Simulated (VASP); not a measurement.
# Al15CuN16 (a cell with a defect) in VASP: further runs

Al15CuN16 (a cell with a defect) is run at these levels: PBE, HSE06; tasks: single point.

Everything below comes from runs of VASP 6.6.1. Logs are shortened: lines on timing, memory, paths and dates and some standing lists are left out, and cuts for length are marked.

### 1 The cell of the first run

The cell holds a defect, 32 atoms: a = 6.260 Å, b = 6.260 Å, c = 10.035 Å, α = 90.00°, β = 90.00°, γ = 120.00°.

### 2 Single point, PBE

File INCAR:

```
SYSTEM = Al15CuN16
ALGO = Normal
EDIFF = 1E-6
ENCUT = 520
GGA = PE
GGA_COMPAT = .FALSE.
ISIF = 2
ISMEAR = -1
ISYM = -1
LASPH = .TRUE.
LCHARG = .FALSE.
LREAL = Auto
LWAVE = .FALSE.
NBANDS = 90
NELM = 120
PREC = Accurate
SIGMA = 0.01
```

File KPOINTS:

```
explicit points
1
Reciprocal
  0.25000000   0.25000000   0.25000000 1
```

File POSCAR:

```
Al15CuN16
1.0
    6.2595139092      0.0000000618      0.0000000000
   -3.1297570081      5.4208980298      0.0000000000
    0.0000000000      0.0000000000     10.0348065900
Al Cu N
15 1 16
Direct
    0.3343615722      0.1666512517      0.2499619382
    0.3349430987      0.1673215528      0.7498576890
    0.1672386248      0.3348073984      1.0003661571
    0.3365982574      0.6671859324      0.2509320426
    0.1656620452      0.8335480804      0.5019402422
    0.3366097283      0.6715929592      0.7505188460
    0.1671607662      0.8336840096      1.0005675624
    0.8337525336      0.1643937313      0.2511939297
    0.6681984502      0.3354064992      0.5017206189
    0.8314647646      0.1663218871      0.7501488076
    0.6672161238      0.3342570315      1.0006896276
    0.8351456119      0.6662138659      0.2508936754
    0.6688224075      0.8328657624      0.5020717205
    0.8344870579      0.6675837173      0.7514643806
    0.6680897898      0.8337791855      1.0003788131
    0.1620014137      0.3394254627      0.4988420708
    0.3373769383      0.1639078804      0.4389920584
    0.1687485706      0.3322549390      0.1904332078
    0.3322040262      0.1685105988      0.9403529678
    0.1684547855      0.3357779522      0.6969926417
    0.3450290123      0.6856072899      0.4399860707
    0.1694158741      0.8318110642      0.1900870568
    0.3336178935      0.6695125604      0.9405013910
    0.1684098580      0.8337977611      0.6912064937
    0.8156146515      0.1554865054      0.4396613191
    0.6696802852      0.3320050825      0.1902722611
    0.8325919041      0.1687643175      0.9405077314
    0.6685589803      0.3337402787      0.6911336125
    0.8337539554      0.6674667569      0.4405692423
    0.6700293195      0.8308354361      0.1892054558
    0.8331701820      0.6681217529      0.9407161738
    0.6696702336      0.8330840521      0.6918655516
```

Potentials or basis: VASP PAW PBE potentials, release 64 (Al, Cu, N).

Launch:

```console
> cat potpaw_PBE.64/Al/POTCAR potpaw_PBE.64/Cu/POTCAR potpaw_PBE.64/N/POTCAR > POTCAR
> mpirun -np 1 vasp_std > vasp.out
```

OUTCAR:

```text
SYSTEM = Al15CuN16
   EDIFF = 1E-6
   ENCUT = 520
   GGA = PE
   ISIF = 2
   ISMEAR = -1
   ISYM = -1
   LASPH = .TRUE.
   LREAL = Auto
   NELM = 120
   PREC = Accurate

 ion  position               nearest neighbor table
   1  0.334  0.167  0.250-  18 1.89  17 1.90  22 1.91  26 1.91  11 3.08   7 3.09   3 3.09   5 3.11
                             9 3.11   4 3.13   8 3.13  12 3.13  12 3.13   8 3.13   4 3.13
   2  0.335  0.167  0.750-  20 1.89  24 1.90  28 1.90  19 1.91   5 3.08   9 3.08  11 3.10   7 3.10
                             3 3.10   6 3.11  10 3.11  14 3.13  14 3.13  10 3.15   6 3.15
   3  0.167  0.335  0.000-  19 1.89  18 1.91  27 1.91  23 1.91   4 3.09   1 3.09   8 3.10  10 3.10
                             6 3.10   2 3.10   7 3.12  11 3.13  15 3.13  15 3.13  11 3.13   7 3.14
   4  0.337  0.667  0.251-  22 1.90  21 1.90  30 1.91  18 1.91  16 3.06  15 3.09   3 3.09  13 3.10
                             7 3.10   8 3.11   5 3.11  12 3.12   1 3.13   1 3.13  12 3.14   8 3.15
   5  0.166  0.834  0.502-  21 1.88  24 1.90  17 1.90  29 1.90   2 3.08   6 3.08  14 3.08  12 3.09
                             1 3.11  13 3.11   4 3.11   9 3.12   9 3.14  13 3.15
   6  0.337  0.672  0.751-  24 1.89  20 1.90  32 1.90  23 1.91  13 3.08   5 3.08  15 3.08   7 3.09
                            10 3.10   3 3.10   2 3.11  14 3.13  14 3.13   2 3.15  10 3.16
   7  0.167  0.834  0.001-  23 1.89  22 1.90  31 1.91  19 1.91  14 3.08   1 3.09   6 3.09  12 3.09
                             2 3.10   4 3.10   3 3.12  15 3.12  11 3.13  11 3.13  15 3.14   3 3.14
   8  0.834  0.164  0.251-  25 1.89  26 1.90  30 1.91  18 1.92  16 3.06  15 3.09  13 3.09   3 3.10
                            11 3.11   9 3.11   4 3.11  12 3.12   1 3.13   1 3.13  12 3.14   4 3.15
   9  0.668  0.335  0.502-  25 1.88  28 1.90  17 1.90  29 1.90  10 3.08   2 3.08  16 3.08  14 3.09
                            12 3.09   8 3.11   1 3.11  13 3.11   5 3.12   5 3.14  13 3.15
  10  0.831  0.166  0.750-  28 1.89  32 1.90  20 1.90  27 1.91   9 3.08  13 3.08  15 3.09  11 3.09
                             6 3.10   3 3.10   2 3.11  14 3.13  14 3.13   2 3.15   6 3.16
  11  0.667  0.334  0.001-  27 1.89  26 1.90  31 1.91  19 1.91   1 3.08  14 3.09  12 3.09  10 3.09
                             2 3.10   8 3.11  15 3.12   7 3.13   3 3.13   3 3.13   7 3.13  15 3.14
  12  0.835  0.666  0.251-  30 1.89  29 1.90  26 1.91  22 1.91  11 3.09   7 3.09   9 3.09   5 3.09
                            15 3.10  13 3.10   8 3.12   4 3.12   1 3.13   1 3.13   4 3.14   8 3.14
  13  0.669  0.833  0.502-  25 1.86  21 1.86  29 1.89  32 1.90   6 3.08  10 3.08  14 3.08   8 3.09
                             4 3.10  12 3.10   5 3.11   9 3.11   9 3.15   5 3.15
  14  0.834  0.668  0.751-  32 1.89  31 1.90  28 1.91  24 1.91  13 3.08  15 3.08   5 3.08   7 3.08
                            11 3.09   9 3.09  10 3.13   6 3.13   2 3.13   2 3.13   6 3.13  10 3.13
  15  0.668  0.834  0.000-  31 1.89  30 1.90  23 1.91  27 1.91  14 3.08   6 3.08   8 3.09   4 3.09
                            10 3.09  12 3.10  11 3.12   7 3.12   3 3.13   3 3.13   7 3.14  11 3.14
  16  0.162  0.339  0.499-  21 1.97  25 1.97  20 1.99  17 1.99   8 3.06   4 3.06   9 3.08
  17  0.337  0.164  0.439-   1 1.90   5 1.90   9 1.90  16 1.99
  18  0.169  0.332  0.190-   1 1.89   3 1.91   4 1.91   8 1.92
  19  0.332  0.169  0.940-   3 1.89   2 1.91   7 1.91  11 1.91
  20  0.168  0.336  0.697-   2 1.89   6 1.90  10 1.90  16 1.99
  21  0.345  0.686  0.440-  13 1.86   5 1.88   4 1.90  16 1.97
  22  0.169  0.832  0.190-   4 1.90   7 1.90  12 1.91   1 1.91
[... 8 lines left out ...]
  31  0.833  0.668  0.941-  15 1.89  14 1.90  11 1.91   7 1.91
  32  0.670  0.833  0.692-  14 1.89  10 1.90   6 1.90  13 1.90

IMPORTANT INFORMATION: All symmetrisations will be switched off!
NOSYMM: (Re-)initialisation of all symmetry stuff for point group C_1.

----------------------------------------------------------------------------------------

                                     Primitive cell

  volume of cell :     340.5029

  direct lattice vectors                    reciprocal lattice vectors
     6.259513909  0.000000062  0.000000000     0.159756813  0.092235641  0.000000000
    -3.129757008  5.420898030  0.000000000    -0.000000002  0.184471279  0.000000000
     0.000000000  0.000000000 10.034806590     0.000000000  0.000000000  0.099653141

  length of vectors
     6.259513909  6.259513909 10.034806590     0.184471279  0.184471279  0.099653141

  position of ions in fractional coordinates (direct lattice)
     0.334361572  0.166651252  0.249961938
     0.334943099  0.167321553  0.749857689
     0.167238625  0.334807398  0.000366157
     0.336598257  0.667185932  0.250932043
     0.165662045  0.833548080  0.501940242
     0.336609728  0.671592959  0.750518846
[... 24 lines left out ...]
     0.833170182  0.668121753  0.940716174
     0.669670234  0.833084052  0.691865552

  ion indices of the primitive-cell ions
   primitive index   ion index
                 1           1
                 2           2
                 3           3
                 4           4
                 5           5
                 6           6
[... 24 lines left out ...]
                31          31
                32          32

----------------------------------------------------------------------------------------

 KPOINTS: explicit points

Read explicit list of k-points.

 Found      1 k-points:

 Following reciprocal coordinates:
            Coordinates               Weight
  0.250000  0.250000  0.250000      1.000000
   k-points           NKPTS =      1   k-points in BZ     NKDIM =      1   number of bands    NBANDS=     90
   number of dos      NEDOS =    301   number of ions     NIONS =     32
   total plane-waves  NPLWV = 184320
   dimension x,y,z NGX =    48 NGY =   48 NGZ =   80
   dimension x,y,z NGXF=    96 NGYF=   96 NGZF=  160
   ions per type =              15   1  16
   NGX,Y,Z   is equivalent  to a cutoff of  12.75, 12.75, 13.25 a.u.
   NGXF,Y,Z  is equivalent  to a cutoff of  25.50, 25.50, 26.51 a.u.
 SYSTEM =  Al15CuN16
   PREC   = accura    normal or accurate (medium, high low for compatibility)
   ISTART =      0    job   : 0-new  1-cont  2-samecut
   ICHARG =      2    charge: 1-file 2-atom 10-const
   ISPIN  =      1    spin polarized calculation?
   LNONCOLLINEAR =      F non collinear calculations
   LSORBIT =      F    spin-orbit coupling
   LASPH  =      T    aspherical Exc in radial PAW
   ENCUT  =  520.0 eV  38.22 Ry    6.18 a.u.  11.64 11.64 18.66*2*pi/ulx,y,z
   NELM   =    120;   NELMIN=  2; NELMDL= -5     # of ELM steps
   EDIFF  = 0.1E-05   stopping-criterion for ELM
   LREAL  =      T    real-space projection
   EDIFFG = 0.1E-04   stopping-criterion for IOM
   NSW    =      0    number of steps for IOM
   IBRION =     -1    ionic relax: 0-MD 1-quasi-New 2-CG
   NFREE  =      0    steps in history (QN), initial steepest desc. (CG)
   ISIF   =      2    stress and relaxation
   ISYM   =     -1    0-nonsym 1-usesym 2-fastsym
   POTIM  = 0.5000    time-step for ionic-motion
   TEBEG  =    0.0;   TEEND  =   0.0 temperature during run
   PSTRESS=    0.0 pullay stress
   NELECT =     136.0000    total number of electrons
   NUPDOWN=      -1.0000    fix difference up-down
   EMIN   =  10.00;   EMAX   =-10.00  energy-range for DOS
   EFERMI =   0.00;   METHOD = LEGACY
   ISMEAR =    -1;   SIGMA  =   0.01  broadening in eV -4-tet -1-fermi 0-gaus
   EFERMI_NEDOS =   21; number of points for ismear=-14 and -15
   IALGO  =     38    algorithm
   IMIX   =      4    mixing-type and parameters
     AMIX     =   0.40;   BMIX     =  1.00
     AMIX_MAG =   1.60;   BMIX_MAG =  1.00
  volume/ion in A,a.u.               =      10.64        71.81
  Fermi-wavevector in a.u.,A,eV,Ry     =   1.205630  2.278311 19.776675  1.453545
  Thomas-Fermi vector in A             =   2.341321
   LORBIT       =      0    0 simple, 1 ext, 2 COOP (PROOUT), +10 PAW based schemes
   GGA     = PE    functional components
   LHFCALC =     F    Hartree Fock is set to
   AEXX    =    0.0000 exact exchange contribution
   IVDW    =     0    specifies the selected vdW correction
   LEPSILON=     F    determine dielectric tensor
   LRPA    =     F    only Hartree local field effects (RPA)
 non-spin polarized calculation
  energy-cutoff  :      520.00
  volume of cell :      340.50
 maximum number of plane-waves:      9148
 NGX is ok and might be reduce to    48
   NGX = 23   NGY = 23   NGZ = 37

 number of electron     135.9999993 magnetization

 Free energy of the ion-electron system (eV)
  ---------------------------------------------------
  ext. energy  EPLUGINS =         0.00000000
  ---------------------------------------------------
  free energy    TOTEN  =      -234.81806592 eV

  energy without entropy =     -234.79069527  energy(sigma->0) =     -234.80438059

 E-fermi :   6.4007     XC(G=0): -10.8955

 val. band max:        6.3980395050   @ k =   0.2500   0.2500   0.2500
 cond. band min:       6.4033942639   @ k =   0.2500   0.2500   0.2500
 fundamental gap:      0.0053547589
 Fermi energy:         6.4007168845

 k-point     1 :       0.2500    0.2500    0.2500
  band No.  band energies     occupation
      1      -8.6659      2.00000
      2      -8.2563      2.00000
      3      -8.0620      2.00000
      4      -8.0136      2.00000
      5      -7.7236      2.00000
      6      -7.6716      2.00000
[... 72 lines left out ...]
     79      12.7695      0.00000
     80      12.9566      0.00000
 [bands above 80 left out]

------------------------ aborting loop because EDIFF is reached ----------------------------------------

  FORCE on cell =-STRESS in cart. coord.  units (eV):
  Direction    XX          YY          ZZ          XY          YZ          ZX
  --------------------------------------------------------------------------------------
  -------------------------------------------------------------------------------------
  Total        2.8601142     -4.6690249      6.6318439     -6.6407733      1.1437742     -0.4445502
  in kB       13.4577700    -21.9692848     31.2049882    -31.2470040      5.3818304     -2.0917537
  external PRESSURE =       7.5644911 kB  Pullay stress =       0.0000000 kB

 VOLUME and BASIS-vectors are now :
 -----------------------------------------------------------------------------
  energy-cutoff  :      520.00
  volume of cell :      340.50
      direct lattice vectors                 reciprocal lattice vectors
     6.259513909  0.000000062  0.000000000     0.159756813  0.092235641  0.000000000
    -3.129757008  5.420898030  0.000000000    -0.000000002  0.184471279  0.000000000
     0.000000000  0.000000000 10.034806590     0.000000000  0.000000000  0.099653141

 POSITION                                       TOTAL-FORCE (eV/Angst)
 -----------------------------------------------------------------------------------
      1.57136      0.90340      2.50832         0.002155     -0.000221      0.023375
      1.57291      0.90703      7.52468         0.000907      0.001564     -0.006708
     -0.00103      1.81496      0.00367        -0.001562      0.004887     -0.001047
      0.01881      3.61675      2.51805        -0.000316     -0.003469     -0.004303
     -1.57184      4.51858      5.03687        -0.007450      0.015350      0.000119
      0.00509      3.64064      7.53131        -0.004001     -0.002049      0.001788
[... 24 lines left out ...]
      3.12418      3.62182      9.43990        -0.001553     -0.000732     -0.001030
      1.58446      4.51606      6.94274        -0.003129     -0.002337     -0.006232
 -----------------------------------------------------------------------------------
    total drift:                                0.000333      0.013903      0.016572

  FREE ENERGIE OF THE ION-ELECTRON SYSTEM (eV)
  ---------------------------------------------------
  free  energy   TOTEN  =      -234.8180659208 eV

  energy  without entropy=     -234.7906952654  energy(sigma->0) =     -234.80438059
```

Wall time 4.3 min (1 thread of Intel Xeon Platinum 8259CL at 2.50GHz (Skylake/Cascade Lake), shared host); peak memory 0.44 GiB.

Results:

* Free energy: -234.8181 eV
* Pressure: 0.8 GPa
* Largest force: 0.058 eV/Å

Forces in eV/Å, atoms in the order of the input:
```
Al   0.002  0.000  0.023
Al   0.001  0.002 -0.007
Al  -0.002  0.005 -0.001
Al   0.000 -0.003 -0.004
Al  -0.007  0.015  0.000
Al  -0.004 -0.002  0.002
Al   0.001  0.001  0.000
Al   0.006  0.006 -0.005
Al  -0.014 -0.006  0.000
Al   0.006  0.007 -0.001
Al  -0.001  0.002 -0.003
Al   0.003 -0.002  0.004
Al   0.017 -0.005  0.012
Al   0.003  0.000 -0.002
Al   0.001  0.000 -0.002
Cu  -0.015 -0.007 -0.016
N    0.044 -0.030 -0.024
N   -0.002  0.001  0.000
N    0.002  0.001 -0.003
N   -0.009 -0.001  0.046
N   -0.004  0.039 -0.008
N    0.001 -0.001 -0.002
N    0.001 -0.001  0.002
N    0.001 -0.002  0.000
N   -0.026 -0.014 -0.004
N    0.000 -0.001  0.001
N    0.000  0.000  0.002
N    0.000 -0.001 -0.002
N   -0.001  0.001 -0.001
N   -0.001  0.000  0.001
N   -0.002 -0.001 -0.001
N   -0.003 -0.002 -0.006
```

Stress tensor (GPa, compression positive):
```
 1.35 -3.12 -0.21
-3.12 -2.20  0.54
-0.21  0.54  3.12
```

Levels at points of the mesh, in eV from the Fermi level:
| k point | band 64 | band 65 | band 66 | band 67 | band 68 | band 69 | band 70 | band 71 | band 72 | band 73 |
| --- | --- | --- | --- | --- | --- | --- | --- | --- | --- | --- |
| (0.25, 0.25, 0.25) | -1.23 | -1.08 | -0.96 | -0.47 | 0.00 | 0.00 | 5.00 | 5.42 | 5.62 | 5.68 |

### 3 Single point, PBE

File INCAR:

```
SYSTEM = Al15CuN16
ALGO     = Normal         ! electronic algorithm
EDIFF    = 1E-6           ! SCF threshold, eV
ENCUT    = 520            ! plane-wave cutoff, eV
GGA      = PE             ! functional
GGA_COMPAT= .False.      
ISIF     = 2              ! what is computed and relaxed
ISMEAR   = -1             ! smearing method
ISYM     = -1           
LASPH    = .True.         ! aspherical terms in the spheres
LCHARG   = .False.        ! write CHGCAR
LREAL    = Auto         
LWAVE    = .False.        ! write WAVECAR
NBANDS   = 90             ! bands
NELECT   = 138.0        
NELM     = 120            ! most SCF steps
PREC     = Accurate       ! precision mode
SIGMA    = 0.01           ! smearing width, eV
```

KPOINTS is that of step 2.

File POSCAR:

```
Al15CuN16
1.0
    6.2595139128      0.0000000578      0.0000000000
   -3.1297570064      5.4208980350      0.0000000000
    0.0000000000      0.0000000000     10.0348065929
Al Cu N
15 1 16
Direct
    0.3334810173      0.1665371374      0.2536688755
    0.3335292714      0.1665980525      0.7471977654
    0.1672670314      0.3325851646      0.9931492138
    0.3338240252      0.6635935046      0.2530129529
    0.1730379300      0.8357167086      0.4961409497
    0.3326929744      0.6639102147      0.7471441201
    0.1678875064      0.8331676268      0.9999017622
    0.8361921200      0.1660006567      0.2530406752
    0.6646962423      0.3274220016      0.4961468033
    0.8361001664      0.1672603891      0.7471348687
    0.6669032419      0.3320533418      0.9998631986
    0.8345964938      0.6654231190      0.2508558627
    0.6656567995      0.8346771367      0.4963590331
    0.8340734627      0.6659878680      0.7463275966
    0.6669016930      0.8329993209      0.9993728550
    0.1629440655      0.3372924975      0.5090036252
    0.3404777571      0.1599327906      0.4358106804
    0.1689970590      0.3307808137      0.1838554479
    0.3352844205      0.1645619091      0.9399217878
    0.1686419908      0.3314863825      0.7146800199
    0.3450311396      0.6876551081      0.4348272598
    0.1669773259      0.8300459235      0.1871221413
    0.3349928957      0.6721280646      0.9401004447
    0.1686327557      0.8318572688      0.6896318980
    0.8126935312      0.1552810485      0.4348898244
    0.6701102819      0.3330744302      0.1870699747
    0.8275890853      0.1646173349      0.9399697162
    0.6682500357      0.3313771237      0.6896217054
    0.8335905243      0.6667466299      0.4388347533
    0.6700116591      0.8298817527      0.1865203924
    0.8327385235      0.6669558562      0.9374407510
    0.6682550329      0.8316444595      0.6904261705
```

Potentials or basis: VASP PAW PBE potentials, release 64 (Al, Cu, N).

Launch:

```console
> cat potpaw_PBE.64/Al/POTCAR potpaw_PBE.64/Cu/POTCAR potpaw_PBE.64/N/POTCAR > POTCAR
> mpirun -np 1 vasp_std > vasp.out
```

Run time: 1.7 min. Hardware: 1 thread of Intel Xeon Platinum 8259CL at 2.50GHz (Skylake/Cascade Lake), shared host; peak memory 0.42 GiB.

Results (log left out):

| Quantity | Value |
| --- | --- |
| Free energy | -220.5348 eV |
| Largest force | 0.039 eV/Å |

Forces on the atoms (eV/Å):
```
Al   0.002  0.003 -0.002
Al  -0.011  0.006  0.006
Al   0.003 -0.005 -0.002
Al  -0.005  0.003  0.006
Al   0.011 -0.008 -0.001
Al  -0.002  0.010  0.019
Al  -0.001 -0.006  0.003
Al   0.002  0.014  0.004
Al   0.013 -0.015 -0.002
Al  -0.006  0.001  0.015
Al  -0.003 -0.005  0.004
Al  -0.003  0.007 -0.005
Al   0.007 -0.004  0.000
Al  -0.002  0.002  0.011
Al   0.005 -0.010  0.003
Cu   0.011 -0.010 -0.005
N    0.008 -0.002 -0.003
N   -0.003 -0.005 -0.002
N   -0.004  0.009 -0.002
N    0.001 -0.001  0.013
N   -0.010  0.037 -0.007
N    0.002 -0.010  0.001
N    0.002 -0.002 -0.011
N    0.006 -0.005 -0.010
N   -0.036 -0.006 -0.010
N    0.006 -0.004  0.001
N    0.002  0.010 -0.008
N    0.007 -0.003 -0.009
N   -0.008  0.006  0.006
N    0.005 -0.009 -0.002
N   -0.001  0.005 -0.002
N    0.000 -0.003 -0.009
```

Levels at points of the mesh, in eV from the Fermi level:
| k point | band 65 | band 66 | band 67 | band 68 | band 69 | band 70 | band 71 | band 72 | band 73 | band 74 |
| --- | --- | --- | --- | --- | --- | --- | --- | --- | --- | --- |
| (0.25, 0.25, 0.25) | -1.07 | -0.95 | -0.59 | -0.39 | -0.31 | 2.66 | 3.11 | 3.27 | 3.31 | 3.49 |

Caveat: the cell carries a net charge on a neutralising background, which shifts energy and pressure; the cell is charged against a uniform background, so pressure and absolute levels hang on convention.

(Continued in part 2 of 2.)
